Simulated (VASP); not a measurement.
# C (P-1) in VASP: further runs

C is run at these levels: PBE; tasks: single point.

All numbers are computed with VASP 6.6.1; they aren't measurements. Logs are shortened: lines on timing, memory, paths and dates and some standing lists are left out, and cuts for length are marked.

## 1. The cell of the first run

The typed cell holds 12 atoms: a = 2.448 Å, b = 2.526 Å, c = 12.073 Å, α = 91.50°, β = 94.24°, γ = 123.15°.

## 2. Single point, PBE

File INCAR:

```
SYSTEM = C
PREC = Accurate
ENCUT = 520
EDIFF = 1E-6
ISMEAR = 0
SIGMA = 0.05
LREAL = .FALSE.
LASPH = .TRUE.
NELM = 80
ALGO = Normal
ISIF = 2
LWAVE = .FALSE.
LCHARG = .TRUE.
GGA = PE
LELF = .TRUE.
LVHAR = .TRUE.
NBANDS = 36
```

File KPOINTS:

```
regular mesh
0
G
  12 12 2
  0 0 0
```

File POSCAR:

```
C
1.0
    2.4449293754     -0.0923780017     -0.0923780017
   -1.3024663839      2.1635599504     -0.0338126954
   -0.4555269730     -0.4555269730     12.0562391216
C
12
Direct
    0.0000000000      0.0000000000      0.1868593266
    0.0000000000      0.0000000000      0.6868593266
    0.0000000000      0.0000000000      0.3131406734
    0.0000000000      0.0000000000      0.8131406734
    0.3333333333      0.6666666667      0.5207665411
    0.6666666667      0.3333333333      0.0207665411
    0.3333333333      0.6666666667      0.9792334589
    0.6666666667      0.3333333333      0.4792334589
    0.3333333333      0.6666666667      0.6450950823
    0.6666666667      0.3333333333      0.1450950823
    0.3333333333      0.6666666667      0.8549049177
    0.6666666667      0.3333333333      0.3549049177
```

Potentials or basis: VASP PAW PBE potentials, release 64 (C).

Run with:

```sh
$ cat potpaw_PBE.64/C/POTCAR > POTCAR
$ mpirun -np 1 vasp_std > vasp.out
```

OUTCAR:

```text
SYSTEM = C
   PREC = Accurate
   ENCUT = 520
   EDIFF = 1E-6
   ISMEAR = 0
   LREAL = .FALSE.
   LASPH = .TRUE.
   NELM = 80
   ISIF = 2
   GGA = PE

 ion  position               nearest neighbor table
   1  0.000  0.000  0.187-  10 1.47  10 1.51   3 1.52  10 1.53
   2  0.000  0.000  0.687-   9 1.41   4 1.52   9 1.54   9 1.56
   3  0.000  0.000  0.313-  12 1.41   1 1.52  12 1.54  12 1.56
   4  0.000  0.000  0.813-  11 1.47  11 1.51   2 1.52  11 1.53
   5  0.333  0.667  0.521-   8 1.41   9 1.50   8 1.53   8 1.55
   6  0.667  0.333  0.021-   7 1.46  10 1.50   7 1.50   7 1.53
   7  0.333  0.667  0.979-   6 1.46  11 1.50   6 1.50   6 1.53
   8  0.667  0.333  0.479-   5 1.41  12 1.50   5 1.53   5 1.55
   9  0.333  0.667  0.645-   2 1.41   5 1.50   2 1.54   2 1.56
  10  0.667  0.333  0.145-   1 1.47   6 1.50   1 1.51   1 1.53
  11  0.333  0.667  0.855-   4 1.47   7 1.50   4 1.51   4 1.53
  12  0.667  0.333  0.355-   3 1.41   8 1.50   3 1.54   3 1.56

  LATTYP: Found a triclinic cell.
 ALAT       =     2.5255798618
 B/A-ratio  =     0.9379004053
 C/A-ratio  =     4.8581894711
 COS(alpha) =     0.0004158548
 COS(beta)  =     0.1800247955
 COS(gamma) =     0.5010279236

  Lattice vectors:

 A1 = (   1.3024663839,  -2.1635599504,   0.0338126954)
 A2 = (  -1.1424629915,  -2.0711819487,   0.1261906971)
 A3 = (   1.7579933569,  -1.7080329774, -12.0224264262)

Analysis of symmetry for initial positions (statically):
=====================================================================
 Subroutine PRICEL returns:
 Original cell was already a primitive cell.

 Routine SETGRP: Setting up the symmetry group for a
 triclinic supercell.

 Subroutine GETGRP returns: Found  2 space group operations
 (whereof  2 operations were pure point group operations)
 out of a pool of  2 trial point group operations.

The static configuration has the point symmetry S_2 .

Analysis of symmetry for dynamics (positions and initial velocities):
=====================================================================
 Subroutine PRICEL returns:
 Original cell was already a primitive cell.

 Routine SETGRP: Setting up the symmetry group for a
 triclinic supercell.

 Subroutine GETGRP returns: Found  2 space group operations
 (whereof  2 operations were pure point group operations)
 out of a pool of  2 trial point group operations.

The dynamic configuration has the point symmetry S_2 .

 Subroutine INISYM returns: Found  2 space group operations
 (whereof  2 operations are pure point group operations),
 and found     1 'primitive' translations

----------------------------------------------------------------------------------------

                                     Primitive cell

  volume of cell :      62.1390

  direct lattice vectors                    reciprocal lattice vectors
     2.444929375 -0.092378002 -0.092378002     0.419527254  0.252953139  0.025408666
    -1.302466384  2.163559950 -0.033812695     0.018600435  0.473689380  0.018600435
    -0.455526973 -0.455526973 12.056239122     0.003266692  0.003266692  0.083191460

  length of vectors
     2.448417252  2.525579862 12.073438259     0.490544603  0.474419204  0.083319635

  position of ions in fractional coordinates (direct lattice)
     0.000000000  1.000000000  0.186859327
     0.000000000  1.000000000  0.686859327
     0.000000000  1.000000000  0.313140673
     0.000000000  1.000000000  0.813140673
     0.333333333  0.666666667  0.520766541
     0.666666667  0.333333333  0.020766541
     0.333333333  0.666666667  0.979233459
     0.666666667  0.333333333  0.479233459
     0.333333333  0.666666667  0.645095082
     0.666666667  0.333333333  0.145095082
     0.333333333  0.666666667  0.854904918
     0.666666667  0.333333333  0.354904918

  ion indices of the primitive-cell ions
   primitive index   ion index
                 1           1
                 2           2
                 3           3
                 4           4
                 5           5
                 6           6
                 7           7
                 8           8
                 9           9
                10          10
                11          11
                12          12

----------------------------------------------------------------------------------------

 KPOINTS: regular mesh

Automatic generation of k-mesh.
 Grid dimensions read from file:
 generate k-points for:   12   12    2

 Generating k-lattice:

  Cartesian coordinates                     Fractional coordinates (reciprocal lattice)
     0.034960605  0.021079428  0.002117389     0.083333333 -0.000000000  0.000000000
     0.001550036  0.039474115  0.001550036    -0.000000000  0.083333333  0.000000000
     0.001633346  0.001633346  0.041595730    -0.000000000 -0.000000000  0.500000000

  Length of vectors
     0.040878717  0.039534934  0.041659817

  Shift w.r.t. Gamma in fractional coordinates (k-lattice)
     0.000000000  0.000000000  0.000000000

 Subroutine IBZKPT returns following result:
 ===========================================

 Found    148 irreducible k-points:

 Following reciprocal coordinates:
            Coordinates               Weight
  0.000000  0.000000  0.000000      1.000000
  0.083333  0.000000  0.000000      2.000000
  0.166667  0.000000  0.000000      2.000000
  0.250000  0.000000  0.000000      2.000000
  0.333333  0.000000  0.000000      2.000000
  0.416667  0.000000  0.000000      2.000000
[... 16 lines left out ...]
  0.250000  0.166667  0.000000      2.000000
  0.333333  0.166667  0.000000      2.000000
 [... further k-points ...]
   k-points           NKPTS =    148   k-points in BZ     NKDIM =    148   number of bands    NBANDS=     36
   number of dos      NEDOS =    301   number of ions     NIONS =     12
   total plane-waves  NPLWV =  32400
   dimension x,y,z NGX =    18 NGY =   20 NGZ =   90
   dimension x,y,z NGXF=    36 NGYF=   40 NGZF=  180
   ions per type =              12
   NGX,Y,Z   is equivalent  to a cutoff of  12.22, 13.16, 12.39 a.u.
   NGXF,Y,Z  is equivalent  to a cutoff of  24.44, 26.33, 24.79 a.u.
 SYSTEM =  C
   PREC   = accura    normal or accurate (medium, high low for compatibility)
   ISTART =      0    job   : 0-new  1-cont  2-samecut
   ICHARG =      2    charge: 1-file 2-atom 10-const
   ISPIN  =      1    spin polarized calculation?
   LNONCOLLINEAR =      F non collinear calculations
   LSORBIT =      F    spin-orbit coupling
   LASPH  =      T    aspherical Exc in radial PAW
   ENCUT  =  520.0 eV  38.22 Ry    6.18 a.u.   4.55  4.70 22.45*2*pi/ulx,y,z
   NELM   =     80;   NELMIN=  2; NELMDL= -5     # of ELM steps
   EDIFF  = 0.1E-05   stopping-criterion for ELM
   LREAL  =      F    real-space projection
   EDIFFG = 0.1E-04   stopping-criterion for IOM
   NSW    =      0    number of steps for IOM
   IBRION =     -1    ionic relax: 0-MD 1-quasi-New 2-CG
   NFREE  =      0    steps in history (QN), initial steepest desc. (CG)
   ISIF   =      2    stress and relaxation
   ISYM   =      2    0-nonsym 1-usesym 2-fastsym
   POTIM  = 0.5000    time-step for ionic-motion
   TEBEG  =    0.0;   TEEND  =   0.0 temperature during run
   PSTRESS=    0.0 pullay stress
   NELECT =      48.0000    total number of electrons
   NUPDOWN=      -1.0000    fix difference up-down
   EMIN   =  10.00;   EMAX   =-10.00  energy-range for DOS
   EFERMI =   0.00;   METHOD = LEGACY
   ISMEAR =     0;   SIGMA  =   0.05  broadening in eV -4-tet -1-fermi 0-gaus
   EFERMI_NEDOS =   21; number of points for ismear=-14 and -15
   IALGO  =     38    algorithm
   IMIX   =      4    mixing-type and parameters
     AMIX     =   0.40;   BMIX     =  1.00
     AMIX_MAG =   1.60;   BMIX_MAG =  1.00
  volume/ion in A,a.u.               =       5.18        34.94
  Fermi-wavevector in a.u.,A,eV,Ry     =   1.502106  2.838569 30.699126  2.256322
  Thomas-Fermi vector in A             =   2.613390
   LORBIT       =      0    0 simple, 1 ext, 2 COOP (PROOUT), +10 PAW based schemes
   GGA     = PE    functional components
   LHFCALC =     F    Hartree Fock is set to
   AEXX    =    0.0000 exact exchange contribution
   IVDW    =     0    specifies the selected vdW correction
   LEPSILON=     F    determine dielectric tensor
   LRPA    =     F    only Hartree local field effects (RPA)
 non-spin polarized calculation
 Gauss-broadening in eV      SIGMA  =   0.05
  energy-cutoff  :      520.00
  volume of cell :       62.14
 maximum number of plane-waves:      1700
   NGX =  9   NGY =  9   NGZ = 45

 number of electron      48.0000003 magnetization

 Free energy of the ion-electron system (eV)
  ---------------------------------------------------
  ext. energy  EPLUGINS =         0.00000000
  ---------------------------------------------------
  free energy    TOTEN  =      -106.07207547 eV

  energy without entropy =     -106.07207547  energy(sigma->0) =     -106.07207547

 E-fermi :  12.2480     XC(G=0): -13.7207

 val. band max:       11.9553392999   @ k =   0.0000   0.0000   0.0000
 cond. band min:      14.3844583108   @ k =   0.4167   0.0000   0.0000
 fundamental gap:      2.4291190109
 Fermi energy:        12.2480342996

 k-point     1 :       0.0000    0.0000    0.0000
  band No.  band energies     occupation
      1     -11.6748      2.00000
      2     -10.9008      2.00000
      3     -10.8183      2.00000
      4      -8.4921      2.00000
      5      -8.4265      2.00000
      6      -5.3801      2.00000
[... 28 lines left out ...]
     35      19.5465      0.00000
     36      19.9937      0.00000

 k-point     2 :       0.0833    0.0000    0.0000
  band No.  band energies     occupation
      1     -11.4787      2.00000
      2     -10.7595      2.00000
      3     -10.5698      2.00000
      4      -8.4397      2.00000
      5      -8.0999      2.00000
      6      -5.2389      2.00000
[... 28 lines left out ...]
     35      19.9187      0.00000
     36      20.0992      0.00000
[... 817 lines left out ...]
     35      21.4589      0.00000
     36      22.1457      0.00000

 k-point    24 :       0.3333    0.1667    0.0000
  band No.  band energies     occupation
      1      -6.2915      2.00000
      2      -5.9926      2.00000
      3      -5.0695      2.00000
      4      -4.2983      2.00000
      5      -2.5891      2.00000
      6      -2.4190      2.00000
[... 28 lines left out ...]
     35      21.5396      0.00000
     36      22.2989      0.00000

 [... further k-points ...]
[... 5 lines left out ...]
  --------------------------------------------------------------------------------------
  -------------------------------------------------------------------------------------
  Total       21.2904145     21.4291735     20.5555776     19.3235573     16.4978437     16.6313562
  in kB      548.9472515    552.5249804    530.0003814    498.2342484    425.3766839    428.8191426
  external PRESSURE =     543.8242045 kB  Pullay stress =       0.0000000 kB

 VOLUME and BASIS-vectors are now :
 -----------------------------------------------------------------------------
  energy-cutoff  :      520.00
  volume of cell :       62.14
      direct lattice vectors                 reciprocal lattice vectors
     2.444929375 -0.092378002 -0.092378002     0.419527254  0.252953139  0.025408666
    -1.302466384  2.163559950 -0.033812695     0.018600435  0.473689380  0.018600435
    -0.455526973 -0.455526973 12.056239122     0.003266692  0.003266692  0.083191460

 POSITION                                       TOTAL-FORCE (eV/Angst)
 -----------------------------------------------------------------------------------
     -0.08512     -0.08512      2.25282        -0.167813      0.516340      0.103116
     -0.31288     -0.31288      8.28094         1.634058      0.851626      0.519206
     -0.14264     -0.14264      3.77530        -1.634058     -0.851626     -0.519206
     -0.37041     -0.37041      9.80342         0.167813     -0.516340     -0.103116
     -0.29056      1.17436      6.22515         1.326610      0.752888      0.376725
      1.18634      0.65014      0.17751        -0.056469      0.421341      0.061850
     -0.49940      0.96551     11.75254         0.056469     -0.421341     -0.061850
      0.97749      0.44130      5.70490        -1.326610     -0.752888     -0.376725
     -0.34719      1.11772      7.72409        -1.274152     -0.733008     -0.344256
      1.12970      0.59351      1.67644         0.031717     -0.410038     -0.040882
     -0.44277      1.02215     10.25360        -0.031717      0.410038      0.040882
      1.03413      0.49793      4.20596         1.274152      0.733008      0.344256
 -----------------------------------------------------------------------------------
    total drift:                                0.000000     -0.000000      0.000000

  FREE ENERGIE OF THE ION-ELECTRON SYSTEM (eV)
  ---------------------------------------------------
  free  energy   TOTEN  =      -106.0720754717 eV

  energy  without entropy=     -106.0720754717  energy(sigma->0) =     -106.07207547
```

It took 3 min on 1 thread of Intel Xeon 6975P-C (Granite Rapids), shared host; peak memory 0.32 GiB.

Results:

```yaml
Free_energy: -106.0721 eV
Pressure: 54.4 GPa
Largest_force: 1.914 eV/Å
Band_gap_on_the_k_mesh: 2.43 eV (least direct gap 3.61 eV)
```

Forces on the atoms (eV/Å):
```
C   -0.168  0.516  0.103
C    1.634  0.852  0.519
C   -1.634 -0.852 -0.519
C    0.168 -0.516 -0.103
C    1.327  0.753  0.377
C   -0.056  0.421  0.062
C    0.056 -0.421 -0.062
C   -1.327 -0.753 -0.377
C   -1.274 -0.733 -0.344
C    0.032 -0.410 -0.041
C   -0.032  0.410  0.041
C    1.274  0.733  0.344
```

Stress tensor (GPa, compression positive):
```
54.89 49.82 42.88
49.82 55.25 42.54
42.88 42.54 53.00
```

Caveat: the cell stands under pressure; forces of over 1 eV/Å act on the atoms, so gaps and moduli don't describe the material at rest. A k mesh can miss the band edges.

## 3. Single point, PBE

This run uses another cell than the first one, of 5.36 Å³/atom.

Changes to INCAR since step 2:

```diff
@@ -8,3 +8,3 @@
 LASPH = .TRUE.
-NELM = 80
+NELM = 100
 ALGO = Normal
```

KPOINTS is that of step 2.

Changes to POSCAR since step 2:

```diff
@@ -2,5 +2,5 @@
 1.0
-    2.4449293754     -0.0923780017     -0.0923780017
-   -1.3024663839      2.1635599504     -0.0338126954
-   -0.4555269730     -0.4555269730     12.0562391216
+    2.4701348328     -0.0462520145     -0.0462520145
+   -1.2751228359      2.1623255233     -0.0169294123
+   -0.2280742143     -0.2280742143     12.1805302466
 C
```

Potentials or basis: VASP PAW PBE potentials, release 64 (C).

Run with:

```sh
$ cat potpaw_PBE.64/C/POTCAR > POTCAR
$ mpirun -np 1 vasp_std > vasp.out
```

OUTCAR:

```text
SYSTEM = C
   PREC = Accurate
   ENCUT = 520
   EDIFF = 1E-6
   ISMEAR = 0
   LREAL = .FALSE.
   LASPH = .TRUE.
   NELM = 100
   ISIF = 2
   GGA = PE

 ion  position               nearest neighbor table
   1  0.000  0.000  0.187-  10 1.50  10 1.52  10 1.53   3 1.54
   2  0.000  0.000  0.687-   9 1.47   9 1.53   4 1.54   9 1.54
   3  0.000  0.000  0.313-  12 1.47  12 1.53   1 1.54  12 1.54
   4  0.000  0.000  0.813-  11 1.50  11 1.52  11 1.53   2 1.54
   5  0.333  0.667  0.521-   8 1.47   9 1.51   8 1.53   8 1.54
[... 1170 lines left out ...]

 VOLUME and BASIS-vectors are now :
 -----------------------------------------------------------------------------
  energy-cutoff  :      520.00
  volume of cell :       64.29
      direct lattice vectors                 reciprocal lattice vectors
     2.470134833 -0.046252015 -0.046252015     0.409588920  0.241629954  0.012193741
    -1.275122836  2.162325523 -0.016929412     0.008926438  0.467798864  0.008926438
    -0.228074214 -0.228074214 12.180530247     0.001567701  0.001567701  0.082156941

 POSITION                                       TOTAL-FORCE (eV/Angst)
 -----------------------------------------------------------------------------------
     -0.04262     -0.04262      2.27605        -0.042506      0.215061      0.060455
     -0.15665     -0.15665      8.36631         0.558677      0.290236      0.155454
     -0.07142     -0.07142      3.81422        -0.558677     -0.290236     -0.155454
     -0.18546     -0.18546      9.90448         0.042506     -0.215061     -0.060455
     -0.14548      1.30736      6.31651         0.447186      0.239720      0.093984
      1.21698      0.68520      0.21647        -0.031866      0.164817      0.020191
     -0.25004      1.20280     11.90088         0.031866     -0.164817     -0.020191
      1.11241      0.58064      5.80084        -0.447186     -0.239720     -0.093984
     -0.17383      1.27900      7.83090        -0.428343     -0.235043     -0.097313
      1.18862      0.65685      1.73086         0.019179     -0.163009     -0.025698
     -0.22169      1.23115     10.38649        -0.019179      0.163009      0.025698
      1.14077      0.60900      4.28645         0.428343      0.235043      0.097313
 -----------------------------------------------------------------------------------
    total drift:                                0.000000     -0.000000      0.000000

  FREE ENERGIE OF THE ION-ELECTRON SYSTEM (eV)
  ---------------------------------------------------
  free  energy   TOTEN  =      -108.1744732936 eV

  energy  without entropy=     -108.1744732936  energy(sigma->0) =     -108.17447329
```

Run time: 2.4 min. Hardware: 1 thread of AMD EPYC 9R45 (Zen 5), shared host; peak memory 0.29 GiB.

Results:

| Item | Value |
| --- | --- |
| Free energy | -108.1745 eV |
| Pressure | 31.7 GPa |
| Largest force | 0.648 eV/Å |
| Band gap on the k mesh | 3.61 eV (least direct gap 4.69 eV) |

Forces in eV/Å, atoms in the order of the input:
```
C   -0.043  0.215  0.060
C    0.559  0.290  0.155
C   -0.559 -0.290 -0.155
C    0.043 -0.215 -0.060
C    0.447  0.240  0.094
C   -0.032  0.165  0.020
C    0.032 -0.165 -0.020
C   -0.447 -0.240 -0.094
C   -0.428 -0.235 -0.097
C    0.019 -0.163 -0.026
C   -0.019  0.163  0.026
C    0.428  0.235  0.097
```

Levels at points of the mesh, in eV from the valence-band top:
| k point | band 21 | band 22 | band 23 | band 24 | band 25 | band 26 | band 27 | band 28 |
| --- | --- | --- | --- | --- | --- | --- | --- | --- |
| (0.00, 0.00, 0.00) | -1.19 | -0.65 | -0.39 | 0.00 | 4.69 | 5.21 | 5.39 | 5.85 |
| (0.50, 0.00, 0.00) | -4.98 | -4.94 | -3.84 | -3.71 | 3.71 | 4.38 | 4.45 | 4.96 |
| (0.00, 0.50, 0.00) | -4.61 | -4.57 | -3.91 | -3.33 | 4.44 | 4.91 | 5.11 | 5.21 |
| (0.50, 0.50, 0.00) | -4.26 | -4.23 | -4.06 | -3.01 | 5.14 | 5.18 | 5.78 | 5.87 |
| (0.00, 0.00, 0.50) | -0.87 | -0.77 | -0.53 | -0.38 | 4.95 | 5.16 | 5.71 | 5.87 |
| (0.50, 0.00, 0.50) | -4.87 | -4.18 | -4.00 | -3.72 | 3.82 | 3.97 | 4.83 | 5.23 |
| (0.00, 0.50, 0.50) | -4.77 | -3.83 | -3.82 | -3.60 | 4.56 | 4.66 | 4.96 | 5.86 |
| (0.50, 0.50, 0.50) | -4.49 | -4.12 | -3.43 | -3.33 | 5.24 | 5.32 | 5.39 | 5.82 |

Caveat: the cell stands under pressure.

[end of part 1 of 2]
